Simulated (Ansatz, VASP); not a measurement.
**Two plane-wave programs on Al**

Contents of INCAR:

```
PREC = Accurate
ENCUT = 520
EDIFF = 1E-6
ISMEAR = 0
SIGMA = 0.15
LREAL = False
LASPH = True
NELM = 100
ALGO = Fast
ISIF = 2
LWAVE = False
LCHARG = True
GGA = CA
LELF = True
LVHAR = True
NBANDS = 8
```

The input KPOINTS:

```
regular mesh
0
Gamma
  24 24 24
```

POSCAR

```
Al
1.0
   -1.5912186900      1.5912186900      1.5912186900
    1.5912186900     -1.5912186900      1.5912186900
    1.5912186900      1.5912186900     -1.5912186900
Al
1
Direct
    0.0000000000      0.0000000000      0.0000000000
```

Input for Ansatz:

```yaml
crystal:
  lattice:
    - [-1.59121869, 1.59121869, 1.59121869]
    - [1.59121869, -1.59121869, 1.59121869]
    - [1.59121869, 1.59121869, -1.59121869]
  atoms:
    - { symbol: Al, position: [0.0, 0.0, 0.0] }
basis:
  ecutwfc: 420
kpoints:
  mp_grid: { grid: [24, 24, 24] }
hamiltonian:
  xc: lda
scf:
  occupations: { method: gaussian, width: 0.15 }
output:
  forces: true
  stress: true
  eigenvalues: true
```

Alike in both runs: task single point; functional LDA; k mesh 24 × 24 × 24; occupations gaussian, width 0.15 eV; no spin polarisation.

|  | VASP | Ansatz |
| --- | --- | --- |
| version | VASP 6.6.1 | Ansatz 0.2.0 |
| potentials or method | VASP PAW LDA potentials, release 64 (Al), cutoff 520 eV | scalar-relativistic, plane waves, PAW |
| valence electrons in the cell | 3 | 3 |

|  | VASP | Ansatz | Ansatz less VASP |
| --- | --- | --- | --- |
| gap on the k mesh at the Fermi level (eV) | none | none | - |
| pressure (GPa) | 0.5 | 0.4 | -0.08 |

LDA's correlation is that of Perdew and Zunger in VASP and of Perdew and Wang (1992) in Ansatz. A gap of «none» marks a metal or a gap that the smearing closes.
